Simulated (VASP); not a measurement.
# KMgI3 (Pm-3m) in VASP: further runs

Runs on KMgI3. Level: r2SCAN. Tasks: single point.

All numbers are computed with VASP 6.6.1; they aren't measurements. Logs are shortened: lines on timing, memory, paths and dates and some standing lists are left out, and cuts for length are marked.

### Step 1. The cell of the first run

It takes space group Pm-3m (No. 221, cubic). Conventional cell: a = 5.871 Å, b = 5.871 Å, c = 5.871 Å, α = 90.00°, β = 90.00°, γ = 90.00°. Within 5.4 Å of K (site symmetry m-3m) lie 12 I at 4.15 Å and 8 Mg at 5.08 Å. Within 3.9 Å of Mg (site symmetry m-3m) lie 6 I at 2.94 Å. Within 3.9 Å of I (site symmetry 4/mmm) lie 2 Mg at 2.94 Å.

### Step 2. Single point, r2SCAN (volume changed by +3%)

Input file POSCAR:

```
KMgI3
1.0
    5.8714233008      0.0000000000      0.0000000000
    0.0000000000      5.8714233008      0.0000000000
    0.0000000000      0.0000000000      5.8714233008
K Mg I
1 1 3
Direct
    0.0000000000      0.0000000000      0.0000000000
    0.5000000000      0.5000000000      0.5000000000
    0.5000000000      0.5000000000      0.0000000000
    0.5000000000      0.0000000000      0.5000000000
    0.0000000000      0.5000000000      0.5000000000
```

Input file INCAR.step1:

```
  PREC = Accurate
  ENCUT = 520
  ISMEAR = 0
  SIGMA = 0.01
  LREAL = F
  LASPH = T
  NELM = 60
  NBANDS = 24
  GGA = PE
  ALGO = Normal
  EDIFF = 1E-4
  LWAVE = T
  LCHARG = F
```

Input file INCAR.step2:

```
  PREC = Accurate
  ENCUT = 520
  EDIFF = 1E-7
  ISMEAR = 0
  SIGMA = 0.01
  LREAL = F
  LASPH = T
  NELM = 60
  ALGO = Normal
  ISIF = 2
  LWAVE = F
  LCHARG = F
  METAGGA = R2SCAN
  LMIXTAU = T
  NBANDS = 24
  ISTART = 1
```

Input file KPOINTS:

```
Automatic mesh
0
Gamma
  4 4 4
```

Potentials or basis: VASP PAW PBE potentials, release 64 (K_sv, Mg, I).

The run is started by

```console
> cat potpaw_PBE.64/K_sv/POTCAR potpaw_PBE.64/Mg/POTCAR potpaw_PBE.64/I/POTCAR > POTCAR
> cp INCAR.step1 INCAR
> mpirun -np 1 vasp_std > vasp.out
> cp INCAR.step2 INCAR
> mpirun -np 1 vasp_std > vasp.out
```

OUTCAR:

```text
PREC = Accurate
   ENCUT = 520
   EDIFF = 1E-7
   ISMEAR = 0
   LREAL = F
   LASPH = T
   NELM = 60
   ISIF = 2
   METAGGA = R2SCAN
   ISTART = 1

 ion  position               nearest neighbor table
   1  0.000  0.000  0.000-
   2  0.500  0.500  0.500-   3 2.94   4 2.94   5 2.94   3 2.94   4 2.94   5 2.94
   3  0.500  0.500  0.000-   2 2.94   2 2.94
   4  0.500  0.000  0.500-   2 2.94   2 2.94
   5  0.000  0.500  0.500-   2 2.94   2 2.94

  LATTYP: Found a simple cubic cell.
 ALAT       =     5.8714233008

  Lattice vectors:

 A1 = (   5.8714233008,   0.0000000000,   0.0000000000)
 A2 = (   0.0000000000,   5.8714233008,   0.0000000000)
 A3 = (   0.0000000000,   0.0000000000,   5.8714233008)

Analysis of symmetry for initial positions (statically):
=====================================================================
 Subroutine PRICEL returns:
 Original cell was already a primitive cell.

 Routine SETGRP: Setting up the symmetry group for a
 simple cubic supercell.

 Subroutine GETGRP returns: Found 48 space group operations
 (whereof 48 operations were pure point group operations)
 out of a pool of 48 trial point group operations.

The static configuration has the point symmetry O_h .

Analysis of symmetry for dynamics (positions and initial velocities):
=====================================================================
 Subroutine PRICEL returns:
 Original cell was already a primitive cell.

 Routine SETGRP: Setting up the symmetry group for a
 simple cubic supercell.

 Subroutine GETGRP returns: Found 48 space group operations
 (whereof 48 operations were pure point group operations)
 out of a pool of 48 trial point group operations.

The dynamic configuration has the point symmetry O_h .

 Subroutine INISYM returns: Found 48 space group operations
 (whereof 48 operations are pure point group operations),
 and found     1 'primitive' translations

----------------------------------------------------------------------------------------

                                     Primitive cell

  volume of cell :     202.4092

  direct lattice vectors                    reciprocal lattice vectors
     5.871423301  0.000000000  0.000000000     0.170316455  0.000000000  0.000000000
     0.000000000  5.871423301  0.000000000     0.000000000  0.170316455  0.000000000
     0.000000000  0.000000000  5.871423301     0.000000000  0.000000000  0.170316455

  length of vectors
     5.871423301  5.871423301  5.871423301     0.170316455  0.170316455  0.170316455

  position of ions in fractional coordinates (direct lattice)
     0.000000000  0.000000000  0.000000000
     0.500000000  0.500000000  0.500000000
     0.500000000  0.500000000  0.000000000
     0.500000000  0.000000000  0.500000000
     0.000000000  0.500000000  0.500000000

  ion indices of the primitive-cell ions
   primitive index   ion index
                 1           1
                 2           2
                 3           3
                 4           4
                 5           5

----------------------------------------------------------------------------------------

 KPOINTS: Automatic mesh

Automatic generation of k-mesh.
 Grid dimensions read from file:
 generate k-points for:    4    4    4

 Generating k-lattice:

  Cartesian coordinates                     Fractional coordinates (reciprocal lattice)
     0.042579114  0.000000000  0.000000000     0.250000000  0.000000000  0.000000000
     0.000000000  0.042579114  0.000000000     0.000000000  0.250000000  0.000000000
     0.000000000  0.000000000  0.042579114     0.000000000  0.000000000  0.250000000

  Length of vectors
     0.042579114  0.042579114  0.042579114

  Shift w.r.t. Gamma in fractional coordinates (k-lattice)
     0.000000000  0.000000000  0.000000000

 Subroutine IBZKPT returns following result:
 ===========================================

 Found     10 irreducible k-points:

 Following reciprocal coordinates:
            Coordinates               Weight
  0.000000  0.000000  0.000000      1.000000
  0.250000  0.000000  0.000000      6.000000
  0.500000  0.000000  0.000000      3.000000
  0.250000  0.250000  0.000000     12.000000
  0.500000  0.250000  0.000000     12.000000
  0.500000  0.500000  0.000000      3.000000
  0.250000  0.250000  0.250000      8.000000
  0.500000  0.250000  0.250000     12.000000
  0.500000  0.500000  0.250000      6.000000
  0.500000  0.500000  0.500000      1.000000
   k-points           NKPTS =     10   k-points in BZ     NKDIM =     10   number of bands    NBANDS=     24
   number of dos      NEDOS =    301   number of ions     NIONS =      5
   total plane-waves  NPLWV = 110592
   dimension x,y,z NGX =    48 NGY =   48 NGZ =   48
   dimension x,y,z NGXF=    96 NGYF=   96 NGZF=   96
   ions per type =               1   1   3
   NGX,Y,Z   is equivalent  to a cutoff of  13.59, 13.59, 13.59 a.u.
   NGXF,Y,Z  is equivalent  to a cutoff of  27.18, 27.18, 27.18 a.u.
 SYSTEM =  unknown system
   PREC   = accura    normal or accurate (medium, high low for compatibility)
   ISTART =      1    job   : 0-new  1-cont  2-samecut
   ICHARG =      0    charge: 1-file 2-atom 10-const
   ISPIN  =      1    spin polarized calculation?
   LNONCOLLINEAR =      F non collinear calculations
   LSORBIT =      F    spin-orbit coupling
   LASPH  =      T    aspherical Exc in radial PAW
   ENCUT  =  520.0 eV  38.22 Ry    6.18 a.u.  10.92 10.92 10.92*2*pi/ulx,y,z
   NELM   =     60;   NELMIN=  2; NELMDL=  0     # of ELM steps
   EDIFF  = 0.1E-06   stopping-criterion for ELM
   LREAL  =      F    real-space projection
   EDIFFG = 0.1E-05   stopping-criterion for IOM
   NSW    =      0    number of steps for IOM
   IBRION =     -1    ionic relax: 0-MD 1-quasi-New 2-CG
   NFREE  =      0    steps in history (QN), initial steepest desc. (CG)
   ISIF   =      2    stress and relaxation
   ISYM   =      2    0-nonsym 1-usesym 2-fastsym
   POTIM  = 0.5000    time-step for ionic-motion
   TEBEG  =    0.0;   TEEND  =   0.0 temperature during run
   PSTRESS=    0.0 pullay stress
   NELECT =      32.0000    total number of electrons
   NUPDOWN=      -1.0000    fix difference up-down
   EMIN   =  10.00;   EMAX   =-10.00  energy-range for DOS
   EFERMI =   0.00;   METHOD = LEGACY
   ISMEAR =     0;   SIGMA  =   0.01  broadening in eV -4-tet -1-fermi 0-gaus
   EFERMI_NEDOS =   21; number of points for ismear=-14 and -15
   IALGO  =     38    algorithm
   IMIX   =      4    mixing-type and parameters
     AMIX     =   0.40;   BMIX     =  1.00
     AMIX_MAG =   1.60;   BMIX_MAG =  1.00
  volume/ion in A,a.u.               =      40.48       273.18
  Fermi-wavevector in a.u.,A,eV,Ry     =   0.885214  1.672811 10.661569  0.783603
  Thomas-Fermi vector in A             =   2.006217
   LORBIT       =      0    0 simple, 1 ext, 2 COOP (PROOUT), +10 PAW based schemes
   METAGGA = R2SCAN    functional components
   LHFCALC =     F    Hartree Fock is set to
   AEXX    =    0.0000 exact exchange contribution
   IVDW    =     0    specifies the selected vdW correction
   LEPSILON=     F    determine dielectric tensor
   LRPA    =     F    only Hartree local field effects (RPA)
 non-spin polarized calculation
 Gauss-broadening in eV      SIGMA  =   0.01
  energy-cutoff  :      520.00
  volume of cell :      202.41
 maximum number of plane-waves:      5520
 NGX is ok and might be reduce to    48
   NGX = 21   NGY = 21   NGZ = 21

 number of electron      31.9999998 magnetization

 Free energy of the ion-electron system (eV)
  ---------------------------------------------------
  ext. energy  EPLUGINS =         0.00000000
  ---------------------------------------------------
  free energy    TOTEN  =       -90.40716375 eV

  energy without entropy =      -90.40716375  energy(sigma->0) =      -90.40716375

 E-fermi :   1.0098     XC(G=0):  -7.8315

 val. band max:        0.9403228517   @ k =   0.5000   0.5000   0.5000
 cond. band min:       2.7270018419   @ k =   0.0000   0.0000   0.0000
 fundamental gap:      1.7866789902
 Fermi energy:         1.0098314658

 k-point     1 :       0.0000    0.0000    0.0000
  band No.  band energies     occupation
      1     -30.0840      2.00000
      2     -12.7672      2.00000
      3     -12.7672      2.00000
      4     -12.7672      2.00000
      5     -11.2805      2.00000
      6     -10.4697      2.00000
[... 16 lines left out ...]
     23       6.6564      0.00000
     24       9.3835      0.00000

 k-point     2 :       0.2500    0.0000    0.0000
  band No.  band energies     occupation
      1     -30.0840      2.00000
      2     -12.7727      2.00000
      3     -12.7669      2.00000
      4     -12.7669      2.00000
      5     -11.1820      2.00000
      6     -10.5767      2.00000
[... 16 lines left out ...]
     23       7.3240      0.00000
     24       8.7228      0.00000

 k-point     3 :       0.5000    0.0000    0.0000
  band No.  band energies     occupation
      1     -30.0840      2.00000
      2     -12.7781      2.00000
      3     -12.7666      2.00000
      4     -12.7666      2.00000
      5     -11.0219      2.00000
      6     -10.7454      2.00000
[... 16 lines left out ...]
     23       8.0512      0.00000
     24       8.4267      0.00000
[... 136 lines left out ...]
 k-point     9 :       0.5000    0.5000    0.2500
  band No.  band energies     occupation
      1     -30.0839      2.00000
      2     -12.7714      2.00000
      3     -12.7714      2.00000
      4     -12.7679      2.00000
      5     -10.7449      2.00000
      6     -10.7262      2.00000
[... 16 lines left out ...]
     23       7.9931      0.00000
     24       8.7096      0.00000

 k-point    10 :       0.5000    0.5000    0.5000
  band No.  band energies     occupation
      1     -30.0839      2.00000
      2     -12.7696      2.00000
      3     -12.7696      2.00000
      4     -12.7696      2.00000
      5     -10.7249      2.00000
      6     -10.7249      2.00000
[... 16 lines left out ...]
     23       8.1682      0.00000
     24       8.8876      0.00000

------------------------ aborting loop because EDIFF is reached ----------------------------------------

  FORCE on cell =-STRESS in cart. coord.  units (eV):
  Direction    XX          YY          ZZ          XY          YZ          ZX
  --------------------------------------------------------------------------------------
  -------------------------------------------------------------------------------------
  Total       -0.8167244     -0.8167244     -0.8167244     -0.0000000      0.0000000     -0.0000000
  in kB       -6.4648127     -6.4648127     -6.4648127     -0.0000000      0.0000000     -0.0000000
  external PRESSURE =      -6.4648127 kB  Pullay stress =       0.0000000 kB

 VOLUME and BASIS-vectors are now :
 -----------------------------------------------------------------------------
  energy-cutoff  :      520.00
  volume of cell :      202.41
      direct lattice vectors                 reciprocal lattice vectors
     5.871423301  0.000000000  0.000000000     0.170316455  0.000000000  0.000000000
     0.000000000  5.871423301  0.000000000     0.000000000  0.170316455  0.000000000
     0.000000000  0.000000000  5.871423301     0.000000000  0.000000000  0.170316455

 POSITION                                       TOTAL-FORCE (eV/Angst)
 -----------------------------------------------------------------------------------
      0.00000      0.00000      0.00000         0.000000      0.000000      0.000000
      2.93571      2.93571      2.93571         0.000000      0.000000      0.000000
      2.93571      2.93571      0.00000         0.000000      0.000000      0.000000
      2.93571      0.00000      2.93571         0.000000      0.000000      0.000000
      0.00000      2.93571      2.93571         0.000000      0.000000      0.000000
 -----------------------------------------------------------------------------------
    total drift:                               -0.000000      0.000000     -0.000000

  FREE ENERGIE OF THE ION-ELECTRON SYSTEM (eV)
  ---------------------------------------------------
  free  energy   TOTEN  =       -90.4071637521 eV

  energy  without entropy=      -90.4071637521  energy(sigma->0) =      -90.40716375
```

It took 1.8 min on 1 thread of Intel Xeon 6975P-C (Granite Rapids), shared host; peak memory 0.38 GiB.

Results:

```
Free energy            : -90.4072 eV
Pressure               : -0.6 GPa
Band gap on the k mesh : 1.79 eV, indirect (least direct gap 2.29 eV)
```

Levels at points of the mesh, in eV from the valence-band top:
```tsv
k point	band 13	band 14	band 15	band 16	band 17	band 18	band 19	band 20
(0.00, 0.00, 0.00)	-0.82	-0.51	-0.51	-0.51	1.79	3.99	5.57	5.57
(0.50, 0.00, 0.00)	-1.25	-1.05	-0.65	-0.65	3.90	5.38	5.64	6.38
(0.50, 0.50, 0.00)	-1.26	-1.26	-1.05	-0.02	5.57	5.70	5.70	6.00
(0.50, 0.50, 0.50)	-1.03	0.00	0.00	0.00	4.37	5.00	5.00	5.00
```

Caveat: the PAW data sets were made with another functional, which shifts forces and pressure a little; spin-orbit coupling is left out, which moves the levels of the heavy elements.

### Step 3. Single point, r2SCAN (volume changed by +6%)

Edit POSCAR of step 2 so:

```diff
@@ -2,5 +2,5 @@
 1.0
-    5.8714233008      0.0000000000      0.0000000000
-    0.0000000000      5.8714233008      0.0000000000
-    0.0000000000      0.0000000000      5.8714233008
+    5.9278827576      0.0000000000      0.0000000000
+    0.0000000000      5.9278827576      0.0000000000
+    0.0000000000      0.0000000000      5.9278827576
 K Mg I
```

Input file INCAR.step1:

```
SYSTEM = KMgI3
PREC     = Accurate       ! precision mode
ENCUT    = 520            ! plane-wave cutoff, eV
ISMEAR   = 0              ! smearing method
SIGMA    = 0.01           ! smearing width, eV
LREAL    = .False.        ! projectors in reciprocal space
LASPH    = .True.         ! aspherical terms in the spheres
NELM     = 100            ! most SCF steps
NBANDS   = 24             ! bands
GGA      = PE             ! functional
ALGO     = Normal         ! electronic algorithm
EDIFF    = 1E-4           ! SCF threshold, eV
LWAVE    = .True.         ! write WAVECAR
LCHARG   = .False.        ! write CHGCAR
```

Input file INCAR.step2:

```
SYSTEM = KMgI3
PREC     = Accurate       ! precision mode
ENCUT    = 520            ! plane-wave cutoff, eV
EDIFF    = 1E-6           ! SCF threshold, eV
ISMEAR   = 0              ! smearing method
SIGMA    = 0.01           ! smearing width, eV
LREAL    = .False.        ! projectors in reciprocal space
LASPH    = .True.         ! aspherical terms in the spheres
NELM     = 100            ! most SCF steps
ALGO     = Normal         ! electronic algorithm
ISIF     = 2              ! what is computed and relaxed
LWAVE    = .False.        ! write WAVECAR
LCHARG   = .False.        ! write CHGCAR
METAGGA  = R2SCAN         ! meta-GGA
LMIXTAU  = .True.       
NBANDS   = 24             ! bands
ISTART   = 1
```

Input file KPOINTS:

```
regular mesh
0
Gamma
  4 4 4
  0 0 0
```

Potentials or basis: VASP PAW PBE potentials, release 64 (K_sv, Mg, I).

The run is started by

```console
> cat potpaw_PBE.64/K_sv/POTCAR potpaw_PBE.64/Mg/POTCAR potpaw_PBE.64/I/POTCAR > POTCAR
> cp INCAR.step1 INCAR
> mpirun -np 1 vasp_std > vasp.out
> cp INCAR.step2 INCAR
> mpirun -np 1 vasp_std > vasp.out
```

It took 92 s on 1 thread of Intel Xeon 6975P-C (Granite Rapids), shared host; peak memory 0.39 GiB.

The run converged. Its results:

```yaml
Free_energy: -90.3749 eV
Pressure: -1.1 GPa
Band_gap_on_the_k_mesh: 1.74 eV, indirect (least direct gap 2.23 eV)
```

Levels at points of the mesh, in eV from the valence-band top:
```
           k point  band 12  band 13  band 14  band 15  band 16  band 17  band 18  band 19  band 20  band 21
(0.00, 0.00, 0.00)    -0.78    -0.78    -0.49    -0.49    -0.49     1.74     3.97     5.62     5.62     5.78
(0.50, 0.00, 0.00)    -1.18    -1.18    -0.99    -0.62    -0.62     3.81     5.38     5.62     6.43     6.92
(0.50, 0.50, 0.00)    -1.25    -1.19    -1.19    -1.02    -0.02     5.45     5.67     5.67     5.97     6.62
(0.50, 0.50, 0.50)    -1.01    -1.01     0.00     0.00     0.00     4.42     4.97     4.97     4.97     7.23
```

Caveat: the PAW data sets were made with another functional, which shifts forces and pressure a little; spin-orbit coupling is left out, which moves the levels of the heavy elements.
